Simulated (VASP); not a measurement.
# Ir in VASP: relaxation of the atoms with PBE

Aim: the relaxation of the atoms of Ir with PBE.

All numbers are computed with VASP 6.6.1; they aren't measurements. Logs are shortened: lines on timing, memory, paths and dates and some standing lists are left out, and cuts for length are marked.

### 1 The cell of the first run

The cell holds a slab with vacuum, 6 atoms: a = 2.737 Å, b = 2.737 Å, c = 24.677 Å, α = 90.00°, β = 90.00°, γ = 90.00°.

### 2 Relaxation of the atoms, PBE

The input, INCAR:

```
ALGO = Fast
DIPOL = 0.5 0.5 0.500
EDIFF = 1E-6
EDIFFG = -0.02
ENCUT = 520
GGA = PE
IBRION = 2
IDIPOL = 3
ISIF = 2
ISMEAR = 0
LASPH = T
LCHARG = F
LDIPOL = T
LREAL = F
LWAVE = F
NELM = 100
NSW = 80
PREC = Accurate
SIGMA = 0.1
```

The input, KPOINTS:

```
k-points
0
Gamma
  13 13 1
```

The input, POSCAR:

```
Ir
1.0
    2.7369678023      0.0000000000      0.0000000000
    0.0000000000      2.7369678023      0.0000000000
    0.0000000000      0.0000000000     24.6766424644
Ir
6
Direct
    0.5000000000      0.5000000000      0.3039311369
    0.0000000000      0.0000000000      0.3823586822
    0.5000000000      0.5000000000      0.4607862274
    0.0000000000      0.0000000000      0.5392137726
    0.5000000000      0.5000000000      0.6176413178
    0.0000000000      0.0000000000      0.6960688631
```

Potentials or basis: VASP PAW PBE potentials, release 64 (Ir).

Launch:

```console
> cat potpaw_PBE.64/Ir/POTCAR > POTCAR
> mpirun -np 1 vasp_std > vasp.out
```

OUTCAR:

```text
EDIFF = 1E-6
   EDIFFG = -0.02
   ENCUT = 520
   GGA = PE
   IBRION = 2
   ISIF = 2
   ISMEAR = 0
   LASPH = T
   LREAL = F
   NELM = 100
   NSW = 80
   PREC = Accurate

 ion  position               nearest neighbor table
   1  0.500  0.500  0.304-   2 2.74   2 2.74   2 2.74   2 2.74
   2  0.000  0.000  0.382-   3 2.74   3 2.74   3 2.74   3 2.74   1 2.74   1 2.74   1 2.74   1 2.74

   3  0.500  0.500  0.461-   2 2.74   4 2.74   2 2.74   4 2.74   2 2.74   4 2.74   2 2.74   4 2.74

   4  0.000  0.000  0.539-   3 2.74   5 2.74   3 2.74   5 2.74   3 2.74   5 2.74   3 2.74   5 2.74

   5  0.500  0.500  0.618-   4 2.74   4 2.74   4 2.74   4 2.74   6 2.74   6 2.74   6 2.74   6 2.74

   6  0.000  0.000  0.696-   5 2.74   5 2.74   5 2.74   5 2.74

  LATTYP: Found a simple tetragonal cell.
 ALAT       =     2.7369678023
 C/A-ratio  =     9.0160514288

  Lattice vectors:

 A1 = (   2.7369678023,   0.0000000000,   0.0000000000)
 A2 = (   0.0000000000,   2.7369678023,   0.0000000000)
 A3 = (   0.0000000000,   0.0000000000,  24.6766424644)

Analysis of symmetry for initial positions (statically):
=====================================================================
 Subroutine PRICEL returns:
 Original cell was already a primitive cell.

 Routine SETGRP: Setting up the symmetry group for a
 simple tetragonal supercell.

 Subroutine GETGRP returns: Found 16 space group operations
 (whereof  8 operations were pure point group operations)
 out of a pool of 16 trial point group operations.

The static configuration has the point symmetry C_4v.
 The point group associated with its full space group is D_4h.

Analysis of symmetry for dynamics (positions and initial velocities):
=====================================================================
 Subroutine PRICEL returns:
 Original cell was already a primitive cell.

 Routine SETGRP: Setting up the symmetry group for a
 simple tetragonal supercell.

 Subroutine GETGRP returns: Found 16 space group operations
 (whereof  8 operations were pure point group operations)
 out of a pool of 16 trial point group operations.

The dynamic configuration has the point symmetry C_4v.
 The point group associated with its full space group is D_4h.

 Subroutine INISYM returns: Found 16 space group operations
 (whereof  8 operations are pure point group operations),
 and found     1 'primitive' translations

----------------------------------------------------------------------------------------

                                     Primitive cell

  volume of cell :     184.8525

  direct lattice vectors                    reciprocal lattice vectors
     2.736967802  0.000000000  0.000000000     0.365367835  0.000000000  0.000000000
     0.000000000  2.736967802  0.000000000     0.000000000  0.365367835  0.000000000
     0.000000000  0.000000000 24.676642464     0.000000000  0.000000000  0.040524152

  length of vectors
     2.736967802  2.736967802 24.676642464     0.365367835  0.365367835  0.040524152

  position of ions in fractional coordinates (direct lattice)
     0.500000000  0.500000000  0.303931137
     0.000000000  0.000000000  0.382358682
     0.500000000  0.500000000  0.460786227
     0.000000000  0.000000000  0.539213773
     0.500000000  0.500000000  0.617641318
     0.000000000  0.000000000  0.696068863

  ion indices of the primitive-cell ions
   primitive index   ion index
                 1           1
                 2           2
                 3           3
                 4           4
                 5           5
                 6           6

----------------------------------------------------------------------------------------

 KPOINTS: k-points

Automatic generation of k-mesh.
[... 25 lines left out ...]
  0.153846  0.000000  0.000000      4.000000
  0.230769  0.000000  0.000000      4.000000
  0.307692  0.000000  0.000000      4.000000
  0.384615  0.000000  0.000000      4.000000
[... 16 lines left out ...]
  0.307692  0.307692  0.000000      4.000000
  0.384615  0.307692  0.000000      8.000000
 [... further k-points ...]
   k-points           NKPTS =     28   k-points in BZ     NKDIM =     28   number of bands    NBANDS=     32
   number of dos      NEDOS =    301   number of ions     NIONS =      6
   total plane-waves  NPLWV =  76800
   dimension x,y,z NGX =    20 NGY =   20 NGZ =  192
   dimension x,y,z NGXF=    40 NGYF=   40 NGZF=  384
   ions per type =               6
   NGX,Y,Z   is equivalent  to a cutoff of  12.15, 12.15, 12.93 a.u.
   NGXF,Y,Z  is equivalent  to a cutoff of  24.30, 24.30, 25.87 a.u.
 SYSTEM =  unknown system
   PREC   = accura    normal or accurate (medium, high low for compatibility)
   ISTART =      0    job   : 0-new  1-cont  2-samecut
   ICHARG =      2    charge: 1-file 2-atom 10-const
   ISPIN  =      1    spin polarized calculation?
   LNONCOLLINEAR =      F non collinear calculations
   LSORBIT =      F    spin-orbit coupling
   LASPH  =      T    aspherical Exc in radial PAW
   ENCUT  =  520.0 eV  38.22 Ry    6.18 a.u.   5.09  5.09 45.88*2*pi/ulx,y,z
   NELM   =    100;   NELMIN=  2; NELMDL= -5     # of ELM steps
   EDIFF  = 0.1E-05   stopping-criterion for ELM
   LREAL  =      F    real-space projection
   EDIFFG = -.2E-01   stopping-criterion for IOM
   NSW    =     80    number of steps for IOM
   IBRION =      2    ionic relax: 0-MD 1-quasi-New 2-CG
   NFREE  =      1    steps in history (QN), initial steepest desc. (CG)
   ISIF   =      2    stress and relaxation
   ISYM   =      2    0-nonsym 1-usesym 2-fastsym
   POTIM  = 0.5000    time-step for ionic-motion
   TEBEG  =    0.0;   TEEND  =   0.0 temperature during run
   PSTRESS=    0.0 pullay stress
   NELECT =      54.0000    total number of electrons
   NUPDOWN=      -1.0000    fix difference up-down
   EMIN   =  10.00;   EMAX   =-10.00  energy-range for DOS
   EFERMI =   0.00;   METHOD = LEGACY
   ISMEAR =     0;   SIGMA  =   0.10  broadening in eV -4-tet -1-fermi 0-gaus
   EFERMI_NEDOS =   21; number of points for ismear=-14 and -15
   IALGO  =     68    algorithm
   IMIX   =      4    mixing-type and parameters
     AMIX     =   0.40;   BMIX     =  1.00
     AMIX_MAG =   1.60;   BMIX_MAG =  1.00
  volume/ion in A,a.u.               =      30.81       207.91
  Fermi-wavevector in a.u.,A,eV,Ry     =   1.086253  2.052720 16.054130  1.179945
  Thomas-Fermi vector in A             =   2.222385
   LORBIT       =      0    0 simple, 1 ext, 2 COOP (PROOUT), +10 PAW based schemes
   GGA     = PE    functional components
   LHFCALC =     F    Hartree Fock is set to
   AEXX    =    0.0000 exact exchange contribution
   IVDW    =     0    specifies the selected vdW correction
   LEPSILON=     F    determine dielectric tensor
   LRPA    =     F    only Hartree local field effects (RPA)
 conjugate gradient relaxation of ions
 non-spin polarized calculation
 RMM-DIIS sequential band-by-band and
 Gauss-broadening in eV      SIGMA  =   0.10
  energy-cutoff  :      520.00
  volume of cell :      184.85
 maximum number of plane-waves:      5017
   NGX = 11   NGY = 11   NGZ = 91

--------------------------------------- Ionic step        1  -------------------------------------------

 number of electron      53.9999992 magnetization

 Free energy of the ion-electron system (eV)
  ---------------------------------------------------
  ext. energy  EPLUGINS =         0.00000000
  ---------------------------------------------------
  free energy    TOTEN  =       -50.36048155 eV

  energy without entropy =      -50.32534930  energy(sigma->0) =      -50.34291543

------------------------ aborting loop because EDIFF is reached ----------------------------------------

  FORCE on cell =-STRESS in cart. coord.  units (eV):
  Direction    XX          YY          ZZ          XY          YZ          ZX
  --------------------------------------------------------------------------------------
  -------------------------------------------------------------------------------------
  Total       -5.2880148     -5.2880148     -3.2787231      0.0000000      0.0000000      0.0000000
  in kB      -45.8329485    -45.8329485    -28.4177622      0.0000000      0.0000000      0.0000000
  external PRESSURE =     -40.0278864 kB  Pullay stress =       0.0000000 kB
[... 227 lines left out ...]
--------------------------------------- Ionic step        7  -------------------------------------------

 number of electron      53.9999992 magnetization

 dipolmoment           0.000000      0.000000     -0.000000 electrons x Angstroem

------------------------ aborting loop because EDIFF is reached ----------------------------------------

  FORCE on cell =-STRESS in cart. coord.  units (eV):
  Direction    XX          YY          ZZ          XY          YZ          ZX
  --------------------------------------------------------------------------------------
  -------------------------------------------------------------------------------------
  Total       -3.1667010     -3.1667010     -0.0767466      0.0000000      0.0000000     -0.0000000
  in kB      -27.4468298    -27.4468298     -0.6651874      0.0000000      0.0000000     -0.0000000
  external PRESSURE =     -18.5196157 kB  Pullay stress =       0.0000000 kB
[... 27 lines left out ...]
--------------------------------------- Ionic step        8  -------------------------------------------

 number of electron      53.9999992 magnetization

 dipolmoment           0.000000      0.000000      0.000000 electrons x Angstroem

 Free energy of the ion-electron system (eV)
  ---------------------------------------------------
  ext. energy  EPLUGINS =         0.00000000
  ---------------------------------------------------
  free energy    TOTEN  =       -50.45841197 eV

  energy without entropy =      -50.42220505  energy(sigma->0) =      -50.44030851

 E-fermi :   1.7184     XC(G=0):  -7.3055

 val. band max:        1.7177477855   @ k =   0.3077   0.1538   0.0000
 cond. band min:       1.7206647639   @ k =   0.4615   0.3846   0.0000
 fundamental gap:      0.0029169784
 Fermi energy:         1.7183521794

 k-point     1 :       0.0000    0.0000    0.0000
  band No.  band energies     occupation
      1      -8.7502      2.00000
      2      -7.8370      2.00000
      3      -6.4258      2.00000
      4      -5.7390      2.00000
      5      -5.2002      2.00000
      6      -5.1893      2.00000
[... 829 lines left out ...]
     31       2.9519      0.00000
     32       3.5555      0.00000

 [... further k-points ...]

------------------------ aborting loop because EDIFF is reached ----------------------------------------

 vacuum level on the upper side and lower side of the slab       (xc-potential included)        -0.074        -0.074

  FORCE on cell =-STRESS in cart. coord.  units (eV):
  Direction    XX          YY          ZZ          XY          YZ          ZX
  --------------------------------------------------------------------------------------
  -------------------------------------------------------------------------------------
  Total       -3.1627506     -3.1627506     -0.0636474      0.0000000      0.0000000     -0.0000000
  in kB      -27.4125910    -27.4125910     -0.5516525      0.0000000      0.0000000     -0.0000000
  external PRESSURE =     -18.4589449 kB  Pullay stress =       0.0000000 kB
[... 21 lines left out ...]
  FREE ENERGIE OF THE ION-ELECTRON SYSTEM (eV)
  ---------------------------------------------------
  free  energy   TOTEN  =       -50.4584119670 eV

  energy  without entropy=      -50.4222050458  energy(sigma->0) =      -50.44030851

 reached required accuracy - stopping structural energy minimisation

 vacuum level on the upper side and lower side of the slab         7.209         7.209
```

Wall time 17 min (1 thread of Oxide Virtual Turin-like, shared host); peak memory 0.31 GiB.

What came out:

| Quantity | Value |
| --- | --- |
| Free energy | -50.4584 eV |
| Energy gained by relaxing | 16.3 meV/atom |
| Ionic steps | 8 |
| Band gap on the k mesh | zero (bands 27 and 28 overlap by 1.96 eV) |

The path:
```tsv
step	energy change (eV)	largest force (eV/Å)	pressure (GPa)
1	0.0000	0.9195	-4.00
2	-0.0921	0.1625	-2.78
3	-0.0926	0.0990	-2.67
4	-0.0942	0.0785	-2.53
5	-0.0974	0.0383	-2.08
6	-0.0978	0.0436	-1.84
7	-0.0978	0.0481	-1.85
8	-0.0979	0.0019	-1.85
```

Final structure:
```
Ir
1.0
     2.73697    0.00000    0.00000
     0.00000    2.73697    0.00000
     0.00000    0.00000   24.67664
Ir
6
Cartesian
  1.3685 1.3685 7.5767
  0.0000 0.0000 9.4131
  1.3685 1.3685 11.3631
  0.0000 0.0000 13.3135
  1.3685 1.3685 15.2635
  0.0000 0.0000 17.1000
```

Caveat: spin-orbit coupling is left out, which moves the levels of the heavy elements.
